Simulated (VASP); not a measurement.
Input of a VASP 6.6.1 run:

The input INCAR:

```
SYSTEM = Ta3TiN4
  PREC = Accurate
  ENCUT = 520
  EDIFF = 1E-6
  ISMEAR = 0
  SIGMA = 0.1
  LREAL = .False.
  LASPH = .True.
  NELM = 80
  ALGO = Normal
  ISIF = 2
  LWAVE = .False.
  LCHARG = .True.
  GGA = PE
  LELF = .True.
  LVHAR = .True.
  NBANDS = 42
```

KPOINTS

```
regular mesh
0
Gamma
  12 12 4
  0 0 0
```

POSCAR

```
Ta3TiN4
1.0
    2.9737874931     -0.0000000292      0.0000000000
   -1.4868937213      2.5753755291      0.0000000000
    0.0000000000      0.0000000000     11.4802255280
Ti Ta N
1 3 4
Direct
    0.0000000000      0.0000000000      0.5000000000
    0.0000000000      0.0000000000      0.0000000000
    0.0000000000      0.0000000000      0.2547468658
    0.0000000000      0.0000000000      0.7452531342
    0.6666666667      0.3333333333      0.8734650576
    0.6666666667      0.3333333333      0.1265349424
    0.6666666667      0.3333333333      0.3770708553
    0.6666666667      0.3333333333      0.6229291447
```

Potentials or basis: VASP PAW PBE potentials, release 64 (Ti_sv, Ta_pv, N).

Command:

```sh
$ cat potpaw_PBE.64/Ti_sv/POTCAR potpaw_PBE.64/Ta_pv/POTCAR potpaw_PBE.64/N/POTCAR > POTCAR
$ mpirun -np 1 vasp_std > vasp.out
```

(1) Predict the largest force.

(2) Estimate the pressure.

(3) Predict the band gap on the k mesh.

## Answers

(1) 0.016 eV/Å.

(2) -8.0 GPa.

(3) zero (an odd number of electrons rules out a gap without spin polarisation).

Caveat: the cell stands under tension; spin-orbit coupling is left out, which moves the levels of the heavy elements.
